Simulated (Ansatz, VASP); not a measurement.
**HgTe: VASP beside Ansatz**

File POSCAR:

```
HgTe
1.0
   -2.9801834476      2.9801834476      1.6194784732
    2.9801834476     -2.9801834476      1.6194784732
    2.9801834476      2.9801834476     -1.6194784732
Hg Te
1 1
Direct
    0.2500000000      0.7500000000      0.5000000000
    0.0000000000      0.0000000000      0.0000000000
```

File INCAR.step1:

```
SYSTEM = HgTe
ALGO     = Normal         ! electronic algorithm
EDIFF    = 1E-4           ! SCF threshold, eV
ENCUT    = 520            ! plane-wave cutoff, eV
GGA      = PE             ! functional
ISMEAR   = 0              ! smearing method
LASPH    = .True.         ! aspherical terms in the spheres
LCHARG   = .False.        ! write CHGCAR
LREAL    = .False.        ! projectors in reciprocal space
LWAVE    = .True.         ! write WAVECAR
NBANDS   = 16             ! bands
NELM     = 100            ! most SCF steps
PREC     = Accurate       ! precision mode
SIGMA    = 0.1            ! smearing width, eV
```

Contents of INCAR.step2:

```
SYSTEM = HgTe
ALGO     = Normal         ! electronic algorithm
EDIFF    = 1E-6           ! SCF threshold, eV
ENCUT    = 520            ! plane-wave cutoff, eV
ISIF     = 2              ! what is computed and relaxed
ISMEAR   = 0              ! smearing method
ISTART   = 1            
LASPH    = .True.         ! aspherical terms in the spheres
LCHARG   = .True.         ! write CHGCAR
LELF     = .True.         ! ELF
LMIXTAU  = .True.       
LREAL    = .False.        ! projectors in reciprocal space
LVHAR    = .True.       
LWAVE    = .False.        ! write WAVECAR
METAGGA  = R2SCAN         ! meta-GGA
NBANDS   = 16             ! bands
NELM     = 100            ! most SCF steps
PREC     = Accurate       ! precision mode
SIGMA    = 0.1            ! smearing width, eV
```

File KPOINTS:

```
k-points
0
Gamma
  16 16 16
  0 0 0
```

Input for Ansatz:

```yaml
crystal:
  lattice:
    - [-2.9801834476, 2.9801834476, 1.6194784732]
    - [2.9801834476, -2.9801834476, 1.6194784732]
    - [2.9801834476, 2.9801834476, -1.6194784732]
  atoms:
    - { symbol: Hg, position: [0.25, 0.75, 0.5] }
    - { symbol: Te, position: [0.0, 0.0, 0.0] }
basis:
  ecutwfc: 500
kpoints:
  mp_grid: { grid: [16, 16, 16] }
hamiltonian:
  xc: r2scan
scf:
  occupations: { method: gaussian, width: 0.1 }
output:
  forces: true
  stress: true
  eigenvalues: true
```

Alike in both runs: task single point; functional r2SCAN; k mesh 16 × 16 × 16; occupations gaussian, width 0.1 eV; no spin polarisation.

|  | VASP | Ansatz |
| --- | --- | --- |
| version | VASP 6.6.1 | Ansatz 0.2.0 |
| potentials or method | VASP PAW PBE potentials, release 64 (Hg, Te), cutoff 520 eV | scalar-relativistic, plane waves, PAW |
| valence electrons in the cell | 18 | 36 |

```csv
,VASP,Ansatz,Ansatz less VASP
gap on the k mesh at the Fermi level (eV),none,none,-
pressure (GPa),-1.1,-1.2,-0.10
"traceless stress, the component that is largest in VASP (GPa)",0.23,0.26,+0.024
```

VASP's potentials were made for PBE, not for r2SCAN. A gap of «none» marks a metal or a gap that the smearing closes. With one functional, cell and mesh, what is left measures potentials, basis and numerics. VASP's potentials hold 18 valence electrons a cell and Ansatz's 36, so a difference there can come from the potentials and not from the codes.

Spin-orbit coupling is off throughout.
